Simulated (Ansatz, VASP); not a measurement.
Rh: VASP beside Ansatz

```
Rh
1.0
     0.01902    1.91106    1.91106
     1.91106    0.01902    1.91106
     1.91106    1.91106    0.01902
Rh
1
Cartesian
  0.0000 0.0000 0.0000
```

Change from the starting cell: equal xy, yz and zx shear strains of +1 %.

Alike in both runs: task single point; functional PBEsol; k mesh 16 × 16 × 16; occupations fermi-dirac, width 0.08 eV; no spin polarisation.

|  | VASP | Ansatz |
| --- | --- | --- |
| version | VASP 6.6.1 | Ansatz 0.2.0 |
| potentials or method | VASP PAW PBE potentials, release 64 (Rh_pv), cutoff 520 eV | all-electron LAPW, scalar-relativistic |

VASP gave:

- pressure (GPa): -4.8
- traceless stress, the component that is largest in VASP (GPa): -1.93

**Question.** Estimate Ansatz's values.

**Answer.** Pressure (GPa): -4.8; traceless stress, the component that is largest in VASP (GPa): -1.94.

VASP's potentials were made for PBE, not for PBEsol. Ansatz ran all-electron here, and VASP with PAW potentials.
